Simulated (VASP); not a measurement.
# Ti3Al (Fm-3m) in VASP: a series of runs

The runs below take Ti3Al through single point, with PBEsol.

All numbers are computed with VASP 6.6.1; they aren't measurements. Logs are shortened: lines on timing, memory, paths and dates and some standing lists are left out, and cuts for length are marked.

## 1. The cell of the first run

The structure is cubic, space group Fm-3m (No. 225). Conventional cell: a = 6.383 Å, b = 6.383 Å, c = 6.383 Å, α = 90.00°, β = 90.00°, γ = 90.00°. Within 3.6 Å of Ti (site symmetry -43m) lie 10 Ti at 2.76 to 3.19 Å and 4 Al at 2.76 Å. Within 3.6 Å of Ti (site symmetry m-3m) lie 8 Ti at 2.76 Å and 6 Al at 3.19 Å. Al (site symmetry m-3m) has 14 Ti at 2.76 to 3.19 Å within 3.6 Å.

## 2. Single point, PBEsol, collinear spin, ferromagnetic start

Input file INCAR:

```
PREC = Accurate
ENCUT = 520
EDIFF = 1E-6
ISMEAR = 0
SIGMA = 0.1
LREAL = False
LASPH = True
NELM = 150
ALGO = Fast
ISIF = 2
LWAVE = False
LCHARG = False
ISPIN = 2
MAGMOM = 0.28 0.28 1.05 0
LORBIT = 11
LMAXMIX = 4
GGA = PS
NBANDS = 32
```

Input file KPOINTS:

```
Automatic mesh
0
Gamma
  12 12 12
```

Input file POSCAR:

```
Ti3Al
1.0
    0.0000000000      3.1915212958      3.1915212958
    3.1915212958      0.0000000000      3.1915212958
    3.1915212958      3.1915212958      0.0000000000
Ti Al
3 1
Direct
    0.7500000000      0.7500000000      0.7500000000
    0.2500000000      0.2500000000      0.2500000000
    0.0000000000      0.0000000000      0.0000000000
    0.5000000000      0.5000000000      0.5000000000
```

Potentials or basis: VASP PAW PBE potentials, release 64 (Ti_sv, Al).

The run is started by

```console
$ cat potpaw_PBE.64/Ti_sv/POTCAR potpaw_PBE.64/Al/POTCAR > POTCAR
$ mpirun -np 1 vasp_std > vasp.out
```

OUTCAR:

```text
PREC = Accurate
   ENCUT = 520
   EDIFF = 1E-6
   ISMEAR = 0
   LREAL = False
   LASPH = True
   NELM = 150
   ISIF = 2
   ISPIN = 2
   LORBIT = 11
   GGA = PS

 ion  position               nearest neighbor table
   1  0.750  0.750  0.750-   4 2.76   4 2.76   4 2.76   3 2.76   4 2.76   3 2.76   3 2.76   3 2.76

   2  0.250  0.250  0.250-   3 2.76   3 2.76   3 2.76   3 2.76   4 2.76   4 2.76   4 2.76   4 2.76

   3  0.000  0.000  0.000-   1 2.76   1 2.76   1 2.76   1 2.76   2 2.76   2 2.76   2 2.76   2 2.76

   4  0.500  0.500  0.500-   2 2.76   2 2.76   2 2.76   1 2.76   2 2.76   1 2.76   1 2.76   1 2.76

  LATTYP: Found a face centered cubic cell.
 ALAT       =     6.3830425916

  Lattice vectors:

 A1 = (   0.0000000000,   3.1915212958,   3.1915212958)
 A2 = (   3.1915212958,   0.0000000000,   3.1915212958)
 A3 = (   3.1915212958,   3.1915212958,   0.0000000000)

Analysis of symmetry for initial positions (statically):
=====================================================================
 Subroutine PRICEL returns:
 Original cell was already a primitive cell.

 Routine SETGRP: Setting up the symmetry group for a
 face centered cubic supercell.

 Subroutine GETGRP returns: Found 48 space group operations
 (whereof 48 operations were pure point group operations)
 out of a pool of 48 trial point group operations.

The static configuration has the point symmetry O_h .

Analysis of symmetry for dynamics (positions and initial velocities):
=====================================================================
 Subroutine PRICEL returns:
 Original cell was already a primitive cell.

 Routine SETGRP: Setting up the symmetry group for a
 face centered cubic supercell.

 Subroutine GETGRP returns: Found 48 space group operations
 (whereof 48 operations were pure point group operations)
 out of a pool of 48 trial point group operations.

The dynamic configuration has the point symmetry O_h .

Analysis of structural, dynamic, and magnetic symmetry:
=====================================================================
 Subroutine PRICEL returns:
 Original cell was already a primitive cell.

 Routine SETGRP: Setting up the symmetry group for a
 face centered cubic supercell.

 Subroutine GETGRP returns: Found 48 space group operations
 (whereof 48 operations were pure point group operations)
 out of a pool of 48 trial point group operations.

The overall configuration has the point symmetry O_h .

[... 130 lines left out ...]
   IVDW    =     0    specifies the selected vdW correction
   LEPSILON=     F    determine dielectric tensor
   LRPA    =     F    only Hartree local field effects (RPA)
 spin polarized calculation
 RMM-DIIS sequential band-by-band and
 Gauss-broadening in eV      SIGMA  =   0.10
  energy-cutoff  :      520.00
  volume of cell :       65.02
 maximum number of plane-waves:      1807
 NGX is ok and might be reduce to    36
   NGX = 17   NGY = 17   NGZ = 17

 number of electron      39.0000011 magnetization       1.6559678

 Free energy of the ion-electron system (eV)
  ---------------------------------------------------
  ext. energy  EPLUGINS =         0.00000000
  ---------------------------------------------------
  free energy    TOTEN  =       -29.74539253 eV

  energy without entropy =      -29.71872816  energy(sigma->0) =      -29.73206034

 E-fermi :   8.3439     XC(G=0): -11.5378

 val. band max:        8.3352949628   @ k =  -0.4167   0.5000   0.0833
 cond. band min:       8.3488116634   @ k =  -0.1667   0.0833   0.0000
 fundamental gap:      0.0135167006
 Fermi energy:         8.3438854968

 spin component 1

 k-point     1 :       0.0000    0.0000    0.0000
  band No.  band energies     occupation
      1     -48.0831      1.00000
      2     -47.9603      1.00000
      3     -47.8654      1.00000
      4     -24.5268      1.00000
      5     -24.5268      1.00000
      6     -24.5268      1.00000
[... 805 lines left out ...]
     30      12.8591      0.00000
     31      13.1014      0.00000

 [... further k-points ...]

 spin component 2

 k-point     1 :       0.0000    0.0000    0.0000
  band No.  band energies     occupation
      1     -47.8548      1.00000
      2     -47.7977      1.00000
      3     -47.1668      1.00000
      4     -24.2570      1.00000
      5     -24.2570      1.00000
      6     -24.2570      1.00000
[... 805 lines left out ...]
     30      13.1512      0.00000
     31      13.3527      0.00000

 [... further k-points ...]

 [bands above 31 left out]

------------------------ aborting loop because EDIFF is reached ----------------------------------------

  FORCE on cell =-STRESS in cart. coord.  units (eV):
  Direction    XX          YY          ZZ          XY          YZ          ZX
  --------------------------------------------------------------------------------------
  -------------------------------------------------------------------------------------
  Total       -0.0428491     -0.0428491     -0.0428491      0.0000000      0.0000000      0.0000000
  in kB       -1.0559163     -1.0559163     -1.0559163      0.0000000      0.0000000      0.0000000
  external PRESSURE =      -1.0559163 kB  Pullay stress =       0.0000000 kB

 VOLUME and BASIS-vectors are now :
 -----------------------------------------------------------------------------
  energy-cutoff  :      520.00
  volume of cell :       65.02
      direct lattice vectors                 reciprocal lattice vectors
     0.000000000  3.191521296  3.191521296    -0.156665099  0.156665099  0.156665099
     3.191521296  0.000000000  3.191521296     0.156665099 -0.156665099  0.156665099
     3.191521296  3.191521296  0.000000000     0.156665099  0.156665099 -0.156665099

 POSITION                                       TOTAL-FORCE (eV/Angst)
 -----------------------------------------------------------------------------------
      4.78728      4.78728      4.78728         0.000000     -0.000000     -0.000000
      1.59576      1.59576      1.59576        -0.000000     -0.000000      0.000000
      0.00000      0.00000      0.00000        -0.000000      0.000000     -0.000000
      3.19152      3.19152      3.19152        -0.000000      0.000000     -0.000000
 -----------------------------------------------------------------------------------
    total drift:                                0.000000      0.000000      0.000000

  FREE ENERGIE OF THE ION-ELECTRON SYSTEM (eV)
  ---------------------------------------------------
  free  energy   TOTEN  =       -29.7453925251 eV

  energy  without entropy=      -29.7187281614  energy(sigma->0) =      -29.73206034

 total charge

# of ion       s       p       d       tot
------------------------------------------
    1        2.220   6.136   1.932  10.288
    2        2.220   6.136   1.932  10.288
    3        2.259   6.101   2.002  10.362
    4        0.409   0.429   0.000   0.838
--------------------------------------------------
tot          7.109  18.801   5.866  31.776

 magnetization (x)

# of ion       s       p       d       tot
------------------------------------------
    1        0.002   0.030   0.164   0.196
    2        0.002   0.030   0.164   0.196
    3        0.011   0.025   0.837   0.873
    4       -0.005  -0.010   0.000  -0.015
--------------------------------------------------
tot          0.010   0.075   1.165   1.250
```

stdout:

```text
POSCAR found type information on POSCAR TiAl
 POSCAR found :  2 types and       4 ions
 scaLAPACK will be used
 -----------------------------------------------------------------------------
|                                                                             |
|                                                                             |
|     You enforced a specific xc type in the INCAR file but a different       |
|     I HOPE YOU KNOW WHAT YOU ARE DOING!                                     |
|                                                                             |
 -----------------------------------------------------------------------------

 LDA part: xc-table for (Slater+PW92), standard interpolation
 POSCAR, INCAR and KPOINTS ok, starting setup
 FFT: planning ... GRIDC
 FFT: planning ... GRID_SOFT
 FFT: planning ... GRID
 WAVECAR not read
 entering main loop
WARNING in EDDRMM: call to ZHEGV failed, returncode =   6  3     31
WARNING in EDDRMM: call to ZHEGV failed, returncode =   6  3     18
WARNING in EDDRMM: call to ZHEGV failed, returncode =   6  3     31
WARNING in EDDRMM: call to ZHEGV failed, returncode =   6  3     16
WARNING in EDDRMM: call to ZHEGV failed, returncode =   6  3     13
WARNING in EDDRMM: call to ZHEGV failed, returncode =   8  4     14
WARNING in EDDRMM: call to ZHEGV failed, returncode =   8  4      6
WARNING in EDDRMM: call to ZHEGV failed, returncode =   6  3      6
WARNING in EDDRMM: call to ZHEGV failed, returncode =   6  3     13
WARNING in EDDRMM: call to ZHEGV failed, returncode =   6  3     20
WARNING in EDDRMM: call to ZHEGV failed, returncode =   8  4     31
WARNING in EDDRMM: call to ZHEGV failed, returncode =   8  4     10
WARNING in EDDRMM: call to ZHEGV failed, returncode =   8  4     13
```

Wall time 6.4 min (1 thread of Intel Xeon 6975P-C (Granite Rapids), shared host); peak memory 0.38 GiB.

Results:

| Quantity | Value |
| --- | --- |
| Free energy | -29.7454 eV |
| Pressure | -0.1 GPa |
| Net moment | 1.66 μB per cell |
| Site moments | Ti +0.20, +0.87; Al -0.01 μB |
| Valence electrons inside the program's atomic spheres | Ti 10.29, 10.36; Al 0.84 |

Caveat: the PAW data sets were made with another functional, which shifts forces and pressure a little.

## 3. Single point, PBEsol, collinear spin, ferromagnetic start (volume scaled by 0.88)

INCAR, as its differences from that of step 2:

```diff
@@ -8,3 +8,3 @@
 NELM = 150
-ALGO = Fast
+ALGO = Normal
 ISIF = 2
@@ -13,3 +13,3 @@
 ISPIN = 2
-MAGMOM = 0.28 0.28 1.05 0
+MAGMOM = 0.22 0.22 0.96 0
 LORBIT = 11
```

Input file KPOINTS:

```
regular mesh
0
Gamma
  12 12 12
```

Input file POSCAR:

```
Ti3Al
1.0
    0.0000000000      3.0583837022      3.0583837022
    3.0583837022      0.0000000000      3.0583837022
    3.0583837022      3.0583837022      0.0000000000
Ti Al
3 1
Direct
    0.7500000000      0.7500000000      0.7500000000
    0.2500000000      0.2500000000      0.2500000000
    0.0000000000      0.0000000000      0.0000000000
    0.5000000000      0.5000000000      0.5000000000
```

Potentials or basis: VASP PAW PBE potentials, release 64 (Ti_sv, Al).

The run is started by

```console
$ cat potpaw_PBE.64/Ti_sv/POTCAR potpaw_PBE.64/Al/POTCAR > POTCAR
$ mpirun -np 1 vasp_std > vasp.out
```

Wall time 2 min (1 thread of Intel Xeon 6975P-C (Granite Rapids), shared host); peak memory 0.32 GiB.

It converged, with:

| Quantity | Value |
| --- | --- |
| Free energy | -29.3379 eV |
| Pressure | 18.4 GPa |
| Net moment | 1.15 μB per cell |
| Site moments | Ti +0.13, +0.64; Al -0.01 μB |
| Valence electrons inside the program's atomic spheres | Ti 10.46, 10.53; Al 0.91 |

Levels at points of the mesh, in eV from the Fermi level:
Spin up:
```csv
k point,band 18,band 19,band 20,band 21,band 22,band 23
"(0.00, 0.00, 0.00)",-2.03,-0.16,-0.16,-0.16,2.64,2.64
"(0.50, 0.00, 0.00)",-0.60,-0.60,-0.09,-0.09,0.94,1.08
"(0.50, 0.50, 0.00)",-0.50,-0.39,-0.39,-0.30,1.03,1.43
```
Spin down:
| k point | band 16 | band 17 | band 18 | band 19 | band 20 | band 21 | band 22 | band 23 |
| --- | --- | --- | --- | --- | --- | --- | --- | --- |
| (0.00, 0.00, 0.00) | -1.89 | -1.89 | -1.89 | 0.39 | 0.39 | 0.39 | 2.78 | 2.78 |
| (0.50, 0.00, 0.00) | -2.13 | -0.20 | -0.18 | -0.18 | 0.08 | 0.08 | 1.13 | 1.22 |
| (0.50, 0.50, 0.00) | -1.85 | -0.42 | -0.42 | -0.22 | 0.05 | 0.05 | 1.36 | 1.68 |

Caveat: the PAW data sets were made with another functional, which shifts forces and pressure a little.
